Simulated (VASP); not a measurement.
Pt: single point with PBE

Crystal: Pt.

```
CELL_PARAMETERS angstrom
0.00000 1.98498 1.98498
1.98498 0.00000 1.98498
1.98498 1.98498 0.00000
ATOMIC_POSITIONS crystal
Pt 0.00000 0.00000 0.00000
```

```json
{
  "Program": "VASP 6.6.1",
  "Task": "single point",
  "Functional": "PBE",
  "Potentials or basis": "VASP PAW PBE potentials, release 64 (Pt)",
  "Cutoff": "520 eV",
  "k mesh": "16 × 16 × 16",
  "Occupations": "fermi-dirac, width 0.05 eV",
  "Spin": "no spin polarisation",
  "Dipole correction": "no",
  "Further INCAR settings": "ALGO = Normal; EDIFF = 1e-06; NBANDS = 11"
}
```

```json
{
 "Pressure": "-0.5 GPa",
 "Band gap on the k mesh": "zero (band 5 reaches 11.03 eV, above the bottom of band 6 at 8.94 eV)"
}
```

Levels at points of the mesh, in eV from the Fermi level:
```csv
k point,band 3,band 4,band 5,band 6,band 7,band 8
"(0.00, 0.00, 0.00)",-3.55,-3.55,-1.52,-1.52,14.76,19.52
"(0.50, 0.00, 0.00)",-3.61,-0.30,0.05,0.05,5.59,14.32
"(0.50, 0.50, 0.00)",0.01,0.47,0.47,1.88,8.51,11.30
```

Run time: 26 s on 1 thread of Intel(R) Xeon(R) Platinum 8259CL CPU @ 2.50GHz (Skylake/Cascade Lake), with other jobs on the host, peak memory 0.16 GiB.

Caveat: spin-orbit coupling is left out, which moves the levels of the heavy elements.
